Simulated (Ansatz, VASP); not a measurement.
**Two plane-wave programs on Ta**

```
CELL_PARAMETERS angstrom
0.00000 2.12374 2.12374
2.12374 0.00000 2.12374
2.12374 2.12374 0.00000
ATOMIC_POSITIONS crystal
Ta 0.00000 0.00000 0.00000
```

Alike in both runs: functional RPBE; k mesh 13 × 13 × 13; occupations fermi-dirac, width 0.1 eV; no spin polarisation.

Ansatz relaxed the structure, and its values are those at the end. VASP's run is a single point on that final structure, the one shown.

|  | VASP | Ansatz |
| --- | --- | --- |
| version | VASP 6.6.1 | Ansatz 0.2.0 |
| potentials or method | VASP PAW PBE potentials, release 64 (Ta_pv), cutoff 520 eV | plane waves (420 eV) with PAW, scalar-relativistic |
| valence electrons in the cell | 11 | 13 |

```csv
,VASP,Ansatz,Ansatz less VASP
pressure (GPa),0.0,0.0,+0.03
```

VASP's potentials were made for PBE, not for RPBE. VASP's potentials hold 11 valence electrons a cell and Ansatz's 13, so a difference there can come from the potentials and not from the codes.

Neither program's run includes spin-orbit coupling.
